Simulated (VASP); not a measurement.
Input of a VASP 6.6.1 run:

Contents of INCAR:

```
SYSTEM = Al8Ru7
PREC = Accurate
ENCUT = 520
EDIFF = 1E-7
ISMEAR = 1
SIGMA = 0.1
LREAL = Auto
LASPH = .True.
NELM = 60
ALGO = Normal
ISIF = 2
LWAVE = .False.
LCHARG = .True.
GGA = PE
LELF = .True.
LVHAR = .True.
NBANDS = 74
```

File KPOINTS:

```
Automatic mesh
0
Gamma
  3 3 3
  0 0 0
```

Contents of POSCAR:

```
Al8Ru7
1.0
    6.0068828300      0.0000000000      0.0000000000
    0.0000000000      6.0068828300      0.0000000000
    0.0000000000      0.0000000000      6.0068828300
Al Ru
8 7
Direct
    0.0084656221      0.0059894626     -0.0020682940
   -0.0204400524     -0.0233130900      0.4986859382
    0.0085195602      0.4907974874     -0.0024997991
   -0.0205920447      0.5197780760      0.4991232699
    0.4933407366      0.0059516726     -0.0017681384
    0.5219665655     -0.0228086686      0.4985059780
    0.4932521715      0.4908054782     -0.0022782199
    0.5226707577      0.5197794078      0.4988357664
    0.2504213987      0.2491873143      0.6327856074
    0.2508612275      0.7473751573      0.2497222008
    0.2508039598      0.7492425152      0.7504807614
    0.7514776179      0.2484448327      0.2497371836
    0.7504133388      0.2485602004      0.7504647797
    0.7509527200      0.7482633051      0.2356530067
    0.7507181558      0.7486796609      0.7655258360
```

Potentials or basis: VASP PAW PBE potentials, release 64 (Al, Ru_pv).

The run is started by

```sh
$ cat potpaw_PBE.64/Al/POTCAR potpaw_PBE.64/Ru_pv/POTCAR > POTCAR
$ mpirun -np 1 vasp_std > vasp.out
```

Task: What does it give for the pressure?

Result: -0.3 GPa.

Task: What does it give for the largest force?

Result: 2.253 eV/Å.

Task: What does it give for the band gap on the k mesh?

Result: Zero (bands 61 and 62 overlap by 0.46 eV).

Stress tensor (GPa, compression positive):
```
 1.21  0.00 -0.01
 0.00  1.22  0.02
-0.01  0.02 -3.28
```
